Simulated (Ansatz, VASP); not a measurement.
## CaAl2Sb2 in VASP and in Ansatz

```
CELL_PARAMETERS angstrom
4.49868 0.00000 0.00000
-2.24934 3.89598 0.00000
0.00000 0.00000 7.73143
ATOMIC_POSITIONS crystal
Ca 0.00000 0.00000 0.00000
Al 0.33330 0.66670 0.62930
Al 0.66670 0.33330 0.37070
Sb 0.33330 0.66670 0.26217
Sb 0.66670 0.33330 0.73783
```

Alike in both runs: task single point; functional PBE; k mesh 9 × 9 × 5; no spin polarisation.

```csv
,VASP,Ansatz
version,VASP 6.6.1,Ansatz 0.2.0
potentials or method,"VASP PAW PBE potentials, release 64 (Ca_sv, Al, Sb), cutoff 520 eV",PAW plane waves
occupations,"fermi-dirac, width 0.1 eV",fermi-dirac
valence electrons in the cell,26,46
```

```csv
,VASP,Ansatz,Ansatz less VASP
pressure (GPa),2.3,2.1,-0.17
"traceless stress, the component that is largest in VASP (GPa)",-3.29,-3.27,+0.018
rms of the force components (eV/Å),0.053,0.048,-0.0056
```

Atom by atom the forces differ by 0.006 eV/Å (rms over components). VASP's potentials hold 26 valence electrons a cell and Ansatz's 46, so a difference there can come from the potentials and not from the codes. Ansatz's warnings: structure snapped to symmetry.

Spin-orbit coupling is off throughout.
